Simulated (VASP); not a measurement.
Set up this calculation in VASP 6.6.1, as the native input.

- Task: single point
- Functional: r2SCAN
- Dispersion: D4
- Potentials or basis: VASP PAW PBE potentials, release 64 (N, B)
- Cutoff: 520 eV
- k mesh: 12 × 12 × 4
- Occupations: fermi-dirac, width 0.05 eV
- Spin: no spin polarisation
- Dipole correction: no
- Further INCAR settings: ALGO = Normal; EDIFF = 1e-07; NBANDS = 16

The system is BN.

```
N B
1.0
     2.48147    0.00000    0.00000
    -1.24074    2.14902    0.00000
     0.00000    0.00000    6.59116
N B
2 2
Direct
  0.66667 0.33333 0.25000
  0.33333 0.66667 0.75000
  0.66667 0.33333 0.75000
  0.33333 0.66667 0.25000
```

The input as run:

POSCAR

```
BN
1.0
    2.4814727834      0.0000000000      0.0000000000
   -1.2407363917      2.1490184693      0.0000000000
    0.0000000000      0.0000000000      6.5911637588
N B
2 2
Direct
    0.6666666667      0.3333333333      0.2500000000
    0.3333333333      0.6666666667      0.7500000000
    0.6666666667      0.3333333333      0.7500000000
    0.3333333333      0.6666666667      0.2500000000
```

INCAR.step1

```
ALGO = Normal
EDIFF = 1E-4
ENCUT = 520
GGA = PE
ISMEAR = -1
LASPH = T
LCHARG = F
LREAL = F
LWAVE = T
NBANDS = 16
NELM = 100
PREC = Accurate
SIGMA = 0.05
```

INCAR.step2

```
ALGO = Normal
EDIFF = 1E-7
ENCUT = 520
ISIF = 2
ISMEAR = -1
ISTART = 1
IVDW = 13
LASPH = T
LCHARG = T
LELF = T
LMIXTAU = T
LREAL = F
LVHAR = T
LWAVE = F
METAGGA = R2SCAN
NBANDS = 16
NELM = 100
PREC = Accurate
SIGMA = 0.05
VDW_A1 = 0.51559235
VDW_A2 = 5.77342911
VDW_S6 = 1.0
VDW_S8 = 0.6018749
```

KPOINTS

```
k-points
0
Gamma
  12 12 4
```

Potentials or basis: VASP PAW PBE potentials, release 64 (N, B).

Launch:

```bash
$ cat potpaw_PBE.64/N/POTCAR potpaw_PBE.64/B/POTCAR > POTCAR
$ cp INCAR.step1 INCAR
$ mpirun -np 1 vasp_std > vasp.out
$ cp INCAR.step2 INCAR
$ mpirun -np 1 vasp_std > vasp.out
```

It gave:

```json
{
  "Pressure": "5.8 GPa",
  "Band gap on the k mesh": "4.91 eV, indirect (least direct gap 5.35 eV)",
  "Dispersion energy per atom": "-0.070 eV"
}
```

Caveat: the PAW data sets were made with another functional, which shifts forces and pressure a little.

Wall time 84 s on 1 thread of Intel(R) Xeon(R) Platinum 8488C (Sapphire Rapids), with other jobs on the host, peak memory 0.16 GiB.
